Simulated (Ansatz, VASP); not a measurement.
# PtS2: VASP beside Ansatz

```
Pt S
1.0
     3.64570    0.00000    0.00000
    -1.82285    3.15727    0.00000
     0.00000    0.00000    7.25313
Pt S
1 2
Cartesian
  0.0000 0.0000 0.0000
  0.0000 2.1048 1.1900
  1.8229 1.0524 6.0632
```

Alike in both runs: functional PBE; k mesh 12 × 12 × 6; occupations gaussian, width 0.05 eV; no spin polarisation.

Ansatz relaxed the structure, and its values are those at the end. VASP's run is a single point on that final structure, the one shown.

|  | VASP | Ansatz |
| --- | --- | --- |
| version | VASP 6.6.1 | Ansatz 0.2.0 |
| potentials or method | VASP PAW PBE potentials, release 64 (Pt, S), cutoff 520 eV | scalar-relativistic, plane waves, PAW |
| valence electrons in the cell | 22 | 30 |

```tsv
	VASP	Ansatz	Ansatz less VASP
gap on the k mesh at the Fermi level (eV)	1.52	1.51	-0.004
least direct gap on the mesh (eV)	1.63	1.63	-0.005
pressure (GPa)	-2.2	-1.9	+0.29
rms of the force components (eV/Å)	0.016	0.000	-0.0157
```

With one functional, cell and mesh, what is left measures potentials, basis and numerics. VASP's potentials hold 22 valence electrons a cell and Ansatz's 30, so a difference there can come from the potentials and not from the codes. Ansatz's warnings: stress scf threshold loose.

Neither program's run includes spin-orbit coupling.
